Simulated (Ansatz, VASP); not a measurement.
**AlN in VASP and in Ansatz**

```
CELL_PARAMETERS angstrom
0.00000 2.00904 2.00904
2.00904 0.00000 2.00904
2.00904 2.00904 0.00000
ATOMIC_POSITIONS crystal
Al 0.00000 0.00000 0.00000
N 0.50000 0.50000 0.50000
```

Alike in both runs: task single point; functional PBEsol; k mesh 14 × 14 × 14; occupations gaussian, width 0.05 eV; no spin polarisation.

```csv
,VASP,Ansatz
version,VASP 6.6.1,Ansatz 0.2.0
potentials or method,"VASP PAW PBE potentials, release 64 (Al, N), cutoff 520 eV","scalar-relativistic, plane waves, PAW"
valence electrons in the cell,8,8
```

|  | VASP | Ansatz | Ansatz less VASP |
| --- | --- | --- | --- |
| gap on the k mesh at the Fermi level (eV) | 4.74 | 4.74 | +0.005 |
| least direct gap on the mesh (eV) | 5.94 | 5.92 | -0.022 |
| pressure (GPa) | 5.4 | 5.5 | +0.09 |

VASP's potentials were made for PBE, not for PBEsol.
